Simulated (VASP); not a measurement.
A run of VASP 6.6.1:

File POSCAR:

```
Ta
1.0
    0.0000000000      2.0713815501      2.0713815501
    2.0713815501      0.0000000000      2.0713815501
    2.0713815501      2.0713815501      0.0000000000
Ta
1
Direct
    0.0000000000      0.0000000000      0.0000000000
```

File INCAR.step1:

```
PREC = Accurate
ENCUT = 520
EDIFF = 1E-7
ISMEAR = -1
SIGMA = 0.1
LREAL = F
LASPH = T
NELM = 100
ALGO = Normal
ISIF = 2
LWAVE = F
LCHARG = T
LMAXMIX = 4
NBANDS = 12
```

File KPOINTS.step1:

```
Automatic mesh
0
Gamma
  16 16 16
```

Contents of INCAR.step2:

```
PREC = Accurate
ENCUT = 520
EDIFF = 1E-7
ISMEAR = -5
SIGMA = 0.1
LREAL = F
LASPH = T
NELM = 100
ALGO = Normal
ISIF = 2
LWAVE = F
LCHARG = F
LMAXMIX = 4
LORBIT = 11
NBANDS = 12
NEDOS = 1001
ICHARG = 11
```

Contents of KPOINTS.step2:

```
Automatic mesh
0
Gamma
  24 24 24
```

Potentials or basis: VASP PAW LDA potentials, release 64 (Ta_pv).

Command:

```sh
$ cat potpaw_LDA.64/Ta_pv/POTCAR > POTCAR
$ cp INCAR.step1 INCAR
$ cp KPOINTS.step1 KPOINTS
$ mpirun -np 1 vasp_std > vasp.out
$ cp INCAR.step2 INCAR
$ cp KPOINTS.step2 KPOINTS
$ mpirun -np 1 vasp_std > vasp.out
```

Hardware: 1 thread of Intel(R) Xeon(R) 6975P-C (Granite Rapids), on a shared host.

Task: Estimate the wall time of this run.

Result: Wall time 21 s on 1 thread of Intel(R) Xeon(R) 6975P-C (Granite Rapids), on a shared host, peak memory 0.2 GiB. Counts: k points 413.
